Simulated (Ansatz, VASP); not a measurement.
Given: the input of a run of Ansatz 0.2.0 on MoS2.

The input input.yaml:

```yaml
crystal:
  lattice:
    - [3.1841260822, 0.0, 0.0]
    - [-1.5920630411, 2.757534076, 0.0]
    - [0.0, 0.0, 17.33459995]
  atoms:
    - { symbol: Mo, position: [0.0, 0.0, 0.0] }
    - { symbol: S, position: [0.3333333333, 0.6666666667, 0.91050702] }
    - { symbol: S, position: [0.3333333333, 0.6666666667, 0.08949298] }
hamiltonian:
  xc: pbe
  pseudopotentials: { kind: paw }
  dispersion: d4
kpoints:
  mp_grid: { grid: [10, 10, 2] }
scf:
  occupations: { method: fermi_dirac, width: 0.05 }
output:
  forces: true
  stress: true
  eigenvalues: true
relax:
  f_tol: 0.01
  max_steps: 40
  cell: { stress_tol: 0.05 }
```

Potentials or basis: Ansatz PAW.

The run is started by

```sh
$ ansatz run input.yaml --threads 2 --pin off --max-ram 5632MiB --backend cpu --events-out ev --progress --plain --runs-dir out
```

Problem. Set up the same calculation for VASP 6.6.1. Potentials there: VASP PAW PBE potentials, release 64 (Mo_sv, S).

Solution. As run (the cutoff follows the program's own potentials):

File INCAR:

```
PREC = Accurate ; ENCUT = 600
EDIFF = 1E-6 ; ISMEAR = -1
SIGMA = 0.05 ; LREAL = False
LASPH = True ; NELM = 100
ALGO = Normal ; ISIF = 3
LWAVE = False ; LCHARG = False
GGA = PE ; IVDW = 13
IBRION = 2 ; NSW = 60
EDIFFG = -0.01
```

File KPOINTS:

```
Automatic mesh
0
Gamma
  10 10 2
```

Contents of POSCAR:

```
MoS2
1.0
    3.1841260822      0.0000000000      0.0000000000
   -1.5920630411      2.7575340760      0.0000000000
    0.0000000000      0.0000000000     17.3345999500
Mo S
1 2
Direct
    0.0000000000      0.0000000000      0.0000000000
    0.3333333333      0.6666666667      0.9105070200
    0.3333333333      0.6666666667      0.0894929800
```

Potentials or basis: VASP PAW PBE potentials, release 64 (Mo_sv, S).

Command:

```sh
$ cat potpaw_PBE.64/Mo_sv/POTCAR potpaw_PBE.64/S/POTCAR > POTCAR
$ mpirun -np 1 vasp_std > vasp.out
```

Both were run:

|  | VASP | Ansatz | Ansatz less VASP |
| --- | --- | --- | --- |
| gap on the k mesh at the Fermi level, each at its own relaxed structure (eV) | 1.99 | 1.98 | -0.012 |
| relaxed volume (Å³/atom) | 50.04 | 49.79 | -0.251 |
| relaxed cell length with the largest relative difference (Å) | 17.427 | 17.332 | -0.0944 |

Noted on Ansatz's run: the plane-wave basis is chosen anew once the cell has moved, so the energies of steps on either side of that aren't comparable.
